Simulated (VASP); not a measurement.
Set up this calculation in VASP 6.6.1, as the native input.

```
Task                   : single point
Functional             : PBE
Potentials or basis    : VASP PAW PBE potentials, release 64 (O, C, H, Si)
Cutoff                 : 520 eV
k mesh                 : 1 × 1 × 1
Occupations            : fermi-dirac, width 0.02 eV
Spin                   : no spin polarisation
Dipole correction      : no
Further INCAR settings : ALGO = Normal; EDIFF = 1e-06; NBANDS = 60
```

The structure of SiH6CO2 lies in POSCAR:

```
SiH6CO2
1.0
    7.9973950000      0.0000000000      0.0000000000
    0.0000000000      7.9973950000      0.0000000000
    0.0000000000      0.0000000000      7.9973950000
O C H Si
6 3 18 3
Direct
    0.4683438259      0.5748166838     -0.0828088287
    0.6507251431      0.7694746445      0.0163109424
    0.7785033474      0.5277494265      0.5050054472
    0.9327493934      0.2887673037      0.4864399731
    0.1207796386      0.9958756657      0.0292149667
    0.0369725772      0.7495168636     -0.0842368434
    0.5426778966      0.6657590249      0.0388391276
    0.8131010426      0.3657240531      0.5376945286
    0.0213917713      0.8596426696      0.0179148919
    0.5209206405      0.6090634845     -0.1882628474
    0.4900541572      0.6314536866      0.1617551272
    0.8713428148      0.5720936410      0.4368184633
    0.7144237231      0.3129168348      0.6190080952
    0.2031320215      0.9855155848     -0.0613723544
   -0.0759998615      0.8646363193      0.1155331094
    0.3762461466     -0.0387802876      0.7708828347
    0.5407006914      0.0875471915      0.9913281728
    0.6605672818      0.0519926952      0.7135568886
    0.4383489154      0.2561416423      0.7605423163
    0.3304493502      0.7298420511      0.3896020994
    0.0312724375      0.7158099624      0.3688549408
    0.1698396028      0.5852047429      0.6046294465
    0.1572646631      0.8916634359      0.5813116900
    0.3755641319      0.3840067617      0.4507771431
    0.4508593058      0.0954785091      0.3914002951
    0.2774925020      0.2541481550      0.1945855576
    0.5713128465      0.3224798084      0.2290031669
    0.5057619117      0.0898207784      0.8095228076
    0.1727246156      0.7312179227      0.4899384951
    0.4168939661      0.2637215448      0.3157008467
```

The input as run:

INCAR

```
SYSTEM = SiH6CO2
  ALGO = Normal
  EDIFF = 1E-6
  ENCUT = 520
  GGA = PE
  GGA_COMPAT = .False.
  ISIF = 2
  ISMEAR = -1
  LASPH = .True.
  LCHARG = .False.
  LREAL = .False.
  LWAVE = .False.
  NBANDS = 60
  NELM = 120
  PREC = Accurate
  SIGMA = 0.02
```

KPOINTS

```
k-points
0
Gamma
  1 1 1
  0 0 0
```

Potentials or basis: VASP PAW PBE potentials, release 64 (O, C, H, Si).

The run is started by

```sh
$ cat potpaw_PBE.64/O/POTCAR potpaw_PBE.64/C/POTCAR potpaw_PBE.64/H/POTCAR potpaw_PBE.64/Si/POTCAR > POTCAR
$ mpirun -np 1 vasp_gam > vasp.out
```

Results of the run:

```yaml
Pressure: 0.6 GPa
Largest_force: 0.619 eV/Å
```

Caveat: the k points lie up to 0.79 Å⁻¹ apart.

Run time: 38 s on 1 thread of Intel(R) Xeon(R) 6975P-C (Granite Rapids), on a shared host, peak memory 0.49 GiB.
